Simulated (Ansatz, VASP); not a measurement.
**HPbNO4, level by level in two programs**

```
H Pb N O
1.0
     3.85707    0.00178   -0.03658
     0.17353    4.33436   -0.01647
     0.75803    0.83873    5.87662
H Pb N O
1 1 1 4
Direct
  0.61511 0.89559 0.19844
  0.64597 0.44651 0.91685
  0.71474 0.23810 0.50058
  0.16958 0.47007 0.77768
  0.62919 0.97045 0.49845
  0.56424 0.92583 0.03849
  0.78022 0.42250 0.31951
```

Single points on this cell with VASP 6.6.1 and Ansatz 0.2.0. Each row is one pair of runs. Alike in all rows: spin: off; k mesh: 3 × 3 × 2; smearing: fermi-dirac, width 0.05 eV; VASP's potentials, cutoff: VASP PAW PBE potentials, release 64 (H, Pb_d, N, O), 520 eV.

| level | Ansatz's potentials, cutoff | gap on the k mesh at the Fermi level (eV), VASP | gap on the k mesh at the Fermi level (eV), Ansatz | least direct gap on the mesh (eV), VASP | least direct gap on the mesh (eV), Ansatz | pressure (GPa), VASP | pressure (GPa), Ansatz |
| --- | --- | --- | --- | --- | --- | --- | --- |
| r2SCANh | Ansatz PAW, 500 eV | 0.79 | 0.74 | 0.88 | 0.83 | -5.2 | -6.2 |
| r2SCAN0 | Ansatz PAW, 500 eV | 1.55 | 1.46 | 1.63 | 1.53 | -8.1 | -9.2 |
| HSE06 | Ansatz PAW, 420 eV | 0.74 | 0.73 | 0.83 | 0.81 | -5.5 | -6.4 |

Gap on the k mesh at the fermi level (eV): the two programs differ by at most 0.091; least direct gap on the mesh (eV): the two programs differ by at most 0.104; pressure (GPa): the two programs differ by at most 1.03.

The k mesh is coarse, so the values compare programs but aren't converged. Spin-orbit coupling is off throughout. Noted on VASP's runs: the standard files for N, O and F lose accuracy on very short bonds. Noted on Ansatz's runs: odd divisions of the mesh miss points on the zone boundary, where band edges often lie, so the gap on the mesh can be too wide.
